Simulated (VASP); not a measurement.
# TiCr3Br (Pm-3m) in VASP: single point with PBE

Aim: the single point of TiCr3Br with PBE.

Everything below comes from runs of VASP 6.6.1. Logs are shortened: lines on timing, memory, paths and dates and some standing lists are left out, and cuts for length are marked.

## (1) The cell of the first run

Symmetry: Pm-3m, No. 221, cubic system. Conventional cell: a = 4.334 Å, b = 4.334 Å, c = 4.334 Å, α = 90.00°, β = 90.00°, γ = 90.00°. Within 4.0 Å of Ti (site symmetry m-3m) lie 12 Cr at 3.06 Å and 8 Br at 3.75 Å. Cr (site symmetry 4/mmm) has 2 Br at 2.17 Å within 2.9 Å. Within 2.9 Å of Br (site symmetry m-3m) lie 6 Cr at 2.17 Å.

## (2) Single point, PBE, collinear spin, ferromagnetic start

Input file INCAR:

```
  PREC = Accurate
  ENCUT = 520
  EDIFF = 1E-6
  ISMEAR = 0
  SIGMA = 0.1
  LREAL = F
  LASPH = T
  NELM = 150
  ALGO = Normal
  ISIF = 2
  LWAVE = F
  LCHARG = F
  ISPIN = 2
  MAGMOM = 1 3 3 3 0
  LORBIT = 11
  LMAXMIX = 4
  GGA = PE
  NBANDS = 40
```

Input file KPOINTS:

```
regular mesh
0
Gamma
  4 4 4
```

Input file POSCAR:

```
TiCr3Br
1.0
    4.3341463200      0.0000000000      0.0000000000
    0.0000000000      4.3341463200      0.0000000000
    0.0000000000      0.0000000000      4.3341463200
Ti Cr Br
1 3 1
Direct
    0.0000000000      0.0000000000      0.0000000000
    0.0000000000      0.5000000000      0.5000000000
    0.5000000000      0.0000000000      0.5000000000
    0.5000000000      0.5000000000      0.0000000000
    0.5000000000      0.5000000000      0.5000000000
```

Potentials or basis: VASP PAW PBE potentials, release 64 (Ti_sv, Cr_pv, Br).

On the command line:

```console
$ cat potpaw_PBE.64/Ti_sv/POTCAR potpaw_PBE.64/Cr_pv/POTCAR potpaw_PBE.64/Br/POTCAR > POTCAR
$ mpirun -np 1 vasp_std > vasp.out
```

OUTCAR:

```text
PREC = Accurate
   ENCUT = 520
   EDIFF = 1E-6
   ISMEAR = 0
   LREAL = F
   LASPH = T
   NELM = 150
   ISIF = 2
   ISPIN = 2
   LORBIT = 11
   GGA = PE

 ion  position               nearest neighbor table
   1  0.000  0.000  0.000-
   2  0.000  0.500  0.500-   5 2.17   5 2.17   3 3.06   4 3.06   3 3.06   3 3.06   4 3.06   4 3.06
                             4 3.06   3 3.06
   3  0.500  0.000  0.500-   5 2.17   5 2.17   2 3.06   4 3.06   2 3.06   4 3.06   4 3.06   4 3.06
                             2 3.06   2 3.06
   4  0.500  0.500  0.000-   5 2.17   5 2.17   2 3.06   2 3.06   3 3.06   3 3.06   3 3.06   3 3.06
                             2 3.06   2 3.06
   5  0.500  0.500  0.500-   2 2.17   3 2.17   4 2.17   4 2.17   3 2.17   2 2.17

  LATTYP: Found a simple cubic cell.
 ALAT       =     4.3341463200

  Lattice vectors:

 A1 = (   4.3341463200,   0.0000000000,   0.0000000000)
 A2 = (   0.0000000000,   4.3341463200,   0.0000000000)
 A3 = (   0.0000000000,   0.0000000000,   4.3341463200)

Analysis of symmetry for initial positions (statically):
=====================================================================
 Subroutine PRICEL returns:
 Original cell was already a primitive cell.

 Routine SETGRP: Setting up the symmetry group for a
 simple cubic supercell.

 Subroutine GETGRP returns: Found 48 space group operations
 (whereof 48 operations were pure point group operations)
 out of a pool of 48 trial point group operations.

The static configuration has the point symmetry O_h .

Analysis of symmetry for dynamics (positions and initial velocities):
=====================================================================
 Subroutine PRICEL returns:
 Original cell was already a primitive cell.

 Routine SETGRP: Setting up the symmetry group for a
 simple cubic supercell.

 Subroutine GETGRP returns: Found 48 space group operations
 (whereof 48 operations were pure point group operations)
 out of a pool of 48 trial point group operations.

The dynamic configuration has the point symmetry O_h .

Analysis of structural, dynamic, and magnetic symmetry:
=====================================================================
 Subroutine PRICEL returns:
 Original cell was already a primitive cell.

 Routine SETGRP: Setting up the symmetry group for a
 simple cubic supercell.

 Subroutine GETGRP returns: Found 48 space group operations
 (whereof 48 operations were pure point group operations)
 out of a pool of 48 trial point group operations.

The overall configuration has the point symmetry O_h .

 Subroutine INISYM returns: Found 48 space group operations
 (whereof 48 operations are pure point group operations),
 and found     1 'primitive' translations

----------------------------------------------------------------------------------------

                                     Primitive cell

  volume of cell :      81.4162

  direct lattice vectors                    reciprocal lattice vectors
     4.334146320  0.000000000  0.000000000     0.230725944  0.000000000  0.000000000
     0.000000000  4.334146320  0.000000000     0.000000000  0.230725944  0.000000000
     0.000000000  0.000000000  4.334146320     0.000000000  0.000000000  0.230725944

  length of vectors
     4.334146320  4.334146320  4.334146320     0.230725944  0.230725944  0.230725944

  position of ions in fractional coordinates (direct lattice)
     0.000000000  0.000000000  0.000000000
     0.000000000  0.500000000  0.500000000
     0.500000000  0.000000000  0.500000000
     0.500000000  0.500000000  0.000000000
     0.500000000  0.500000000  0.500000000

  ion indices of the primitive-cell ions
   primitive index   ion index
                 1           1
                 2           2
                 3           3
                 4           4
                 5           5

----------------------------------------------------------------------------------------

 KPOINTS: regular mesh

Automatic generation of k-mesh.
 Grid dimensions read from file:
 generate k-points for:    4    4    4
[... 24 lines left out ...]
  0.250000  0.250000  0.000000     12.000000
  0.500000  0.250000  0.000000     12.000000
  0.500000  0.500000  0.000000      3.000000
  0.250000  0.250000  0.250000      8.000000
  0.500000  0.250000  0.250000     12.000000
  0.500000  0.500000  0.250000      6.000000
  0.500000  0.500000  0.500000      1.000000
   k-points           NKPTS =     10   k-points in BZ     NKDIM =     10   number of bands    NBANDS=     40
   number of dos      NEDOS =    301   number of ions     NIONS =      5
   total plane-waves  NPLWV =  32768
   dimension x,y,z NGX =    32 NGY =   32 NGZ =   32
   dimension x,y,z NGXF=    64 NGYF=   64 NGZF=   64
   ions per type =               1   3   1
   NGX,Y,Z   is equivalent  to a cutoff of  12.27, 12.27, 12.27 a.u.
   NGXF,Y,Z  is equivalent  to a cutoff of  24.55, 24.55, 24.55 a.u.
 SYSTEM =  unknown system
   PREC   = accura    normal or accurate (medium, high low for compatibility)
   ISTART =      0    job   : 0-new  1-cont  2-samecut
   ICHARG =      2    charge: 1-file 2-atom 10-const
   ISPIN  =      2    spin polarized calculation?
   LNONCOLLINEAR =      F non collinear calculations
   LSORBIT =      F    spin-orbit coupling
   LASPH  =      T    aspherical Exc in radial PAW
   ENCUT  =  520.0 eV  38.22 Ry    6.18 a.u.   8.06  8.06  8.06*2*pi/ulx,y,z
   NELM   =    150;   NELMIN=  2; NELMDL= -5     # of ELM steps
   EDIFF  = 0.1E-05   stopping-criterion for ELM
   LREAL  =      F    real-space projection
   EDIFFG = 0.1E-04   stopping-criterion for IOM
   NSW    =      0    number of steps for IOM
   IBRION =     -1    ionic relax: 0-MD 1-quasi-New 2-CG
   NFREE  =      0    steps in history (QN), initial steepest desc. (CG)
   ISIF   =      2    stress and relaxation
   ISYM   =      2    0-nonsym 1-usesym 2-fastsym
   POTIM  = 0.5000    time-step for ionic-motion
   TEBEG  =    0.0;   TEEND  =   0.0 temperature during run
   PSTRESS=    0.0 pullay stress
   NELECT =      55.0000    total number of electrons
   NUPDOWN=      -1.0000    fix difference up-down
   EMIN   =  10.00;   EMAX   =-10.00  energy-range for DOS
   EFERMI =   0.00;   METHOD = LEGACY
   ISMEAR =     0;   SIGMA  =   0.10  broadening in eV -4-tet -1-fermi 0-gaus
   EFERMI_NEDOS =   21; number of points for ismear=-14 and -15
   IALGO  =     38    algorithm
   IMIX   =      4    mixing-type and parameters
     AMIX     =   0.40;   BMIX     =  1.00
     AMIX_MAG =   1.60;   BMIX_MAG =  1.00
  volume/ion in A,a.u.               =      16.28       109.88
  Fermi-wavevector in a.u.,A,eV,Ry     =   1.436455  2.714507 28.074319  2.063404
  Thomas-Fermi vector in A             =   2.555642
   LORBIT       =     11    0 simple, 1 ext, 2 COOP (PROOUT), +10 PAW based schemes
   GGA     = PE    functional components
   LHFCALC =     F    Hartree Fock is set to
   AEXX    =    0.0000 exact exchange contribution
   IVDW    =     0    specifies the selected vdW correction
   LEPSILON=     F    determine dielectric tensor
   LRPA    =     F    only Hartree local field effects (RPA)
 spin polarized calculation
 Gauss-broadening in eV      SIGMA  =   0.10
  energy-cutoff  :      520.00
  volume of cell :       81.42
 maximum number of plane-waves:      2272
   NGX = 17   NGY = 17   NGZ = 17

 number of electron      55.0000000 magnetization      10.0000000

 number of electron      54.9999937 magnetization       2.4901303

 Free energy of the ion-electron system (eV)
  ---------------------------------------------------
  ext. energy  EPLUGINS =         0.00000000
  ---------------------------------------------------
  free energy    TOTEN  =       -31.82301188 eV

  energy without entropy =      -31.80453917  energy(sigma->0) =      -31.81377552

 E-fermi :   8.0576     XC(G=0): -11.5941

 val. band max:        8.0079080265   @ k =   0.5000   0.0000   0.0000
 cond. band min:       8.0683659228   @ k =   0.2500   0.0000   0.0000
 fundamental gap:      0.0604578963
 Fermi energy:         8.0575911596

 spin component 1

 k-point     1 :       0.0000    0.0000    0.0000
  band No.  band energies     occupation
      1     -49.3195      1.00000
      2     -35.5245      1.00000
      3     -35.5245      1.00000
      4     -35.5245      1.00000
      5     -35.2640      1.00000
      6     -35.2640      1.00000
[... 409 lines left out ...]
     38      11.0027      0.00000
     39      11.0027      0.00000
 Fermi energy:         8.0575911596

 spin component 2

 k-point     1 :       0.0000    0.0000    0.0000
  band No.  band energies     occupation
      1     -49.7583      1.00000
      2     -34.7508      1.00000
      3     -34.7508      1.00000
      4     -34.7508      1.00000
      5     -34.1102      1.00000
      6     -34.1102      1.00000
[... 409 lines left out ...]
     38      11.3594      0.00000
     39      11.3594      0.00000
 [bands above 39 left out]

------------------------ aborting loop because EDIFF is reached ----------------------------------------

  FORCE on cell =-STRESS in cart. coord.  units (eV):
  Direction    XX          YY          ZZ          XY          YZ          ZX
  --------------------------------------------------------------------------------------
  -------------------------------------------------------------------------------------
  Total        0.5750695      0.5750695      0.5750695     -0.0000000      0.0000000     -0.0000000
  in kB       11.3167100     11.3167100     11.3167100     -0.0000000      0.0000000     -0.0000000
  external PRESSURE =      11.3167100 kB  Pullay stress =       0.0000000 kB

 VOLUME and BASIS-vectors are now :
 -----------------------------------------------------------------------------
  energy-cutoff  :      520.00
  volume of cell :       81.42
      direct lattice vectors                 reciprocal lattice vectors
     4.334146320  0.000000000  0.000000000     0.230725944  0.000000000  0.000000000
     0.000000000  4.334146320  0.000000000     0.000000000  0.230725944  0.000000000
     0.000000000  0.000000000  4.334146320     0.000000000  0.000000000  0.230725944

 POSITION                                       TOTAL-FORCE (eV/Angst)
 -----------------------------------------------------------------------------------
      0.00000      0.00000      0.00000         0.000000      0.000000      0.000000
      0.00000      2.16707      2.16707         0.000000      0.000000      0.000000
      2.16707      0.00000      2.16707         0.000000      0.000000      0.000000
      2.16707      2.16707      0.00000         0.000000      0.000000      0.000000
      2.16707      2.16707      2.16707         0.000000      0.000000      0.000000
 -----------------------------------------------------------------------------------
    total drift:                                0.000000     -0.000000     -0.000000

  FREE ENERGIE OF THE ION-ELECTRON SYSTEM (eV)
  ---------------------------------------------------
  free  energy   TOTEN  =       -31.8230118778 eV

  energy  without entropy=      -31.8045391700  energy(sigma->0) =      -31.81377552

 total charge

# of ion       s       p       d       tot
------------------------------------------
    1        2.178   6.077   1.712   9.967
    2        0.282   6.275   4.373  10.930
    3        0.282   6.275   4.373  10.930
    4        0.282   6.275   4.373  10.930
    5        1.606   3.311   0.446   5.362
--------------------------------------------------
tot          4.630  28.213  15.276  48.120

 magnetization (x)

# of ion       s       p       d       tot
------------------------------------------
    1       -0.016  -0.010  -0.428  -0.455
    2       -0.003  -0.001   1.018   1.013
    3       -0.003  -0.001   1.018   1.013
    4       -0.003  -0.001   1.018   1.013
    5       -0.005  -0.037   0.003  -0.039
--------------------------------------------------
tot         -0.032  -0.051   2.629   2.546
```

Run time: 37 s. Hardware: 1 thread of Intel Xeon 6975P-C (Granite Rapids), shared host; peak memory 0.23 GiB.

What came out:

```
Free energy                                           : -31.8230 eV
Pressure                                              : 1.1 GPa
Net moment                                            : 2.49 μB per cell
Site moments                                          : Ti -0.46; Cr +1.01; Br -0.04 μB
Valence electrons inside the program's atomic spheres : Ti 9.97; Cr 10.93; Br 5.36
```

Caveat: the k points lie up to 0.36 Å⁻¹ apart.
